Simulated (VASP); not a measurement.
# Re3B (Cmcm) in VASP: single point with LDA

Aim: the single point of Re3B with LDA.

All numbers are computed with VASP 6.6.1; they aren't measurements. Logs are shortened: lines on timing, memory, paths and dates and some standing lists are left out, and cuts for length are marked.

## (1) The cell of the first run

The structure is orthorhombic, space group Cmcm (No. 63). Conventional cell: a = 2.865 Å, b = 9.281 Å, c = 7.238 Å, α = 90.00°, β = 90.00°, γ = 90.00°. Re (site symmetry m2m) has 3 B at 2.19 to 2.98 Å and 12 Re at 2.75 to 3.02 Å within 3.1 Å. Re (site symmetry m) has 3 B at 2.22 to 2.54 Å and 10 Re at 2.64 to 2.87 Å within 2.9 Å. B (site symmetry m2m) has 9 Re at 2.19 to 2.98 Å and 2 B at 2.87 Å within 3.0 Å.

## (2) Single point, LDA

The input, INCAR:

```
  ALGO = Fast
  EDIFF = 1E-6
  ENCUT = 520
  GGA = CA
  ISIF = 2
  ISMEAR = 0
  LASPH = True
  LCHARG = False
  LREAL = False
  LWAVE = False
  NBANDS = 34
  NELM = 100
  PREC = Accurate
  SIGMA = 0.1
```

The input, KPOINTS:

```
k-points
0
Gamma
  12 12 6
```

The input, POSCAR:

```
Re3B
1.0
    1.4326546379     -4.6403744609      0.0000000000
    1.4326546379      4.6403744609      0.0000000000
    0.0000000000      0.0000000000      7.2377403245
Re B
6 2
Direct
    0.5756433960      0.4243566040      0.2500000000
    0.4243566040      0.5756433960      0.7500000000
    0.8669668338      0.1330331662      0.0651266526
    0.1330331662      0.8669668338      0.5651266526
    0.1330331662      0.8669668338      0.9348733474
    0.8669668338      0.1330331662      0.4348733474
    0.2545173667      0.7454826333      0.2500000000
    0.7454826333      0.2545173667      0.7500000000
```

Potentials or basis: VASP PAW LDA potentials, release 64 (Re, B).

Run with:

```sh
> cat potpaw_LDA.64/Re/POTCAR potpaw_LDA.64/B/POTCAR > POTCAR
> mpirun -np 1 vasp_std > vasp.out
```

OUTCAR:

```text
EDIFF = 1E-6
   ENCUT = 520
   GGA = CA
   ISIF = 2
   ISMEAR = 0
   LASPH = True
   LREAL = False
   NELM = 100
   PREC = Accurate

 ion  position               nearest neighbor table
   1  0.576  0.424  0.250-   7 2.19   7 2.19   4 2.75   4 2.75   5 2.75   5 2.75   6 2.76   3 2.76
                             3 2.76   6 2.76   6 3.02   3 3.02
   2  0.424  0.576  0.750-   8 2.19   8 2.19   3 2.75   3 2.75   6 2.75   6 2.75   5 2.76   5 2.76
                             4 2.76   4 2.76   5 3.02   4 3.02
   3  0.867  0.133  0.065-   7 2.22   7 2.22   8 2.54   5 2.64   6 2.68   2 2.75   2 2.75   1 2.76
                             1 2.76   5 2.77   5 2.77   1 3.02
   4  0.133  0.867  0.565-   8 2.22   8 2.22   7 2.54   6 2.64   5 2.68   1 2.75   1 2.75   2 2.76
                             2 2.76   6 2.77   6 2.77   2 3.02
   5  0.133  0.867  0.935-   8 2.22   8 2.22   7 2.54   3 2.64   4 2.68   1 2.75   1 2.75   2 2.76
                             2 2.76   3 2.77   3 2.77   2 3.02
   6  0.867  0.133  0.435-   7 2.22   7 2.22   8 2.54   4 2.64   3 2.68   2 2.75   2 2.75   1 2.76
                             1 2.76   4 2.77   4 2.77   1 3.02
   7  0.255  0.745  0.250-   1 2.19   1 2.19   3 2.22   3 2.22   6 2.22   6 2.22   5 2.54   4 2.54

   8  0.745  0.255  0.750-   2 2.19   2 2.19   5 2.22   4 2.22   4 2.22   5 2.22   6 2.54   3 2.54

  LATTYP: Found a base centered orthorhombic cell.
 ALAT       =     2.8653092758
 B/A-ratio  =     3.2390042500
 C/A-ratio  =     2.5259892137

  Lattice vectors:

 A1 = (   1.4326546379,  -4.6403744609,   0.0000000000)
 A2 = (   1.4326546379,   4.6403744609,   0.0000000000)
 A3 = (   0.0000000000,   0.0000000000,   7.2377403245)

Analysis of symmetry for initial positions (statically):
=====================================================================
 Subroutine PRICEL returns:
 Original cell was already a primitive cell.

 Routine SETGRP: Setting up the symmetry group for a
 base centered orthorhombic supercell.

 Subroutine GETGRP returns: Found  8 space group operations
 (whereof  4 operations were pure point group operations)
 out of a pool of  8 trial point group operations.

The static configuration has the point symmetry C_2h.
 The point group associated with its full space group is D_2h.

Analysis of symmetry for dynamics (positions and initial velocities):
=====================================================================
 Subroutine PRICEL returns:
 Original cell was already a primitive cell.

 Routine SETGRP: Setting up the symmetry group for a
[... 125 lines left out ...]
   ISIF   =      2    stress and relaxation
   ISYM   =      2    0-nonsym 1-usesym 2-fastsym
   POTIM  = 0.5000    time-step for ionic-motion
   TEBEG  =    0.0;   TEEND  =   0.0 temperature during run
   PSTRESS=    0.0 pullay stress
   NELECT =      48.0000    total number of electrons
   NUPDOWN=      -1.0000    fix difference up-down
   EMIN   =  10.00;   EMAX   =-10.00  energy-range for DOS
   EFERMI =   0.00;   METHOD = LEGACY
   ISMEAR =     0;   SIGMA  =   0.10  broadening in eV -4-tet -1-fermi 0-gaus
   EFERMI_NEDOS =   21; number of points for ismear=-14 and -15
   IALGO  =     68    algorithm
   IMIX   =      4    mixing-type and parameters
     AMIX     =   0.40;   BMIX     =  1.00
     AMIX_MAG =   1.60;   BMIX_MAG =  1.00
  volume/ion in A,a.u.               =      12.03        81.18
  Fermi-wavevector in a.u.,A,eV,Ry     =   1.298313  2.453456 22.934206  1.685617
  Thomas-Fermi vector in A             =   2.429649
   LORBIT       =      0    0 simple, 1 ext, 2 COOP (PROOUT), +10 PAW based schemes
   GGA     = CA    functional components
   LHFCALC =     F    Hartree Fock is set to
   AEXX    =    0.0000 exact exchange contribution
   IVDW    =     0    specifies the selected vdW correction
   LEPSILON=     F    determine dielectric tensor
   LRPA    =     F    only Hartree local field effects (RPA)
 non-spin polarized calculation
 RMM-DIIS sequential band-by-band and
 Gauss-broadening in eV      SIGMA  =   0.10
  energy-cutoff  :      520.00
  volume of cell :       96.23
 maximum number of plane-waves:      2632
   NGX = 17   NGY = 17   NGZ = 27

 number of electron      47.9999998 magnetization

 Free energy of the ion-electron system (eV)
  ---------------------------------------------------
  ext. energy  EPLUGINS =         0.00000000
  ---------------------------------------------------
  free energy    TOTEN  =       -99.20688339 eV

  energy without entropy =      -99.18776492  energy(sigma->0) =      -99.19732416

 E-fermi :   8.9904     XC(G=0): -13.9481

 val. band max:        8.9902185754   @ k =   0.3333   0.0000   0.0000
 cond. band min:       8.9941078688   @ k =   0.5000   0.4167   0.3333
 fundamental gap:      0.0038892934
 Fermi energy:         8.9904258376

 k-point     1 :       0.0000    0.0000    0.0000
  band No.  band energies     occupation
      1      -3.2476      2.00000
      2      -1.1377      2.00000
      3       0.9103      2.00000
      4       1.0362      2.00000
      5       2.4524      2.00000
      6       3.3502      2.00000
[... 877 lines left out ...]
     33      11.9390      0.00000
     34      13.7137      0.00000

 [... further k-points ...]

------------------------ aborting loop because EDIFF is reached ----------------------------------------

  FORCE on cell =-STRESS in cart. coord.  units (eV):
  Direction    XX          YY          ZZ          XY          YZ          ZX
  --------------------------------------------------------------------------------------
  -------------------------------------------------------------------------------------
  Total        1.5446160      1.3932152      1.4641405      0.0000000      0.0000000      0.0000000
  in kB       25.7160093     23.1953673     24.3761892      0.0000000      0.0000000      0.0000000
  external PRESSURE =      24.4291886 kB  Pullay stress =       0.0000000 kB

 VOLUME and BASIS-vectors are now :
 -----------------------------------------------------------------------------
  energy-cutoff  :      520.00
  volume of cell :       96.23
      direct lattice vectors                 reciprocal lattice vectors
     1.432654638 -4.640374461  0.000000000     0.349002465 -0.107749925  0.000000000
     1.432654638  4.640374461  0.000000000     0.349002465  0.107749925  0.000000000
     0.000000000  0.000000000  7.237740324     0.000000000  0.000000000  0.138164670

 POSITION                                       TOTAL-FORCE (eV/Angst)
 -----------------------------------------------------------------------------------
      1.43265     -0.70203      1.80944         0.000000      0.061456      0.000000
      1.43265      0.70203      5.42831         0.000000     -0.061456      0.000000
      1.43265     -3.40573      0.47137         0.000000     -0.061161     -0.038748
      1.43265      3.40573      4.09024         0.000000      0.061161     -0.038748
      1.43265      3.40573      6.76637         0.000000      0.061161      0.038748
      1.43265     -3.40573      3.14750         0.000000     -0.061161      0.038748
      1.43265      2.27826      1.80944         0.000000     -0.010395      0.000000
      1.43265     -2.27826      5.42831         0.000000      0.010395     -0.000000
 -----------------------------------------------------------------------------------
    total drift:                                0.000000     -0.000000     -0.000000

  FREE ENERGIE OF THE ION-ELECTRON SYSTEM (eV)
  ---------------------------------------------------
  free  energy   TOTEN  =       -99.2068833907 eV

  energy  without entropy=      -99.1877649205  energy(sigma->0) =      -99.19732416
```

stdout:

```text
POSCAR found type information on POSCAR ReB
 POSCAR found :  2 types and       8 ions
 scaLAPACK will be used
 LDA part: xc-table for (Slater(with rela. corr.)+CA(PZ))
 , standard interpolation
 POSCAR, INCAR and KPOINTS ok, starting setup
 FFT: planning ... GRIDC
 FFT: planning ... GRID_SOFT
 FFT: planning ... GRID
 WAVECAR not read
 entering main loop
```

Run time: 18 min. Hardware: 1 thread of Intel Xeon Platinum 8259CL at 2.50GHz (Skylake/Cascade Lake), shared host; peak memory 0.52 GiB.

Results:

* Free energy: -99.2069 eV
* Pressure: 2.4 GPa
* Largest force: 0.072 eV/Å
* Band gap on the k mesh: zero (bands 24 and 25 overlap by 2.18 eV)

Forces on the atoms (eV/Å):
```
Re   0.000  0.061  0.000
Re   0.000 -0.061  0.000
Re   0.000 -0.061 -0.039
Re   0.000  0.061 -0.039
Re   0.000  0.061  0.039
Re   0.000 -0.061  0.039
B    0.000 -0.010  0.000
B    0.000  0.010  0.000
```

Caveat: spin-orbit coupling is left out, which moves the levels of the heavy elements.
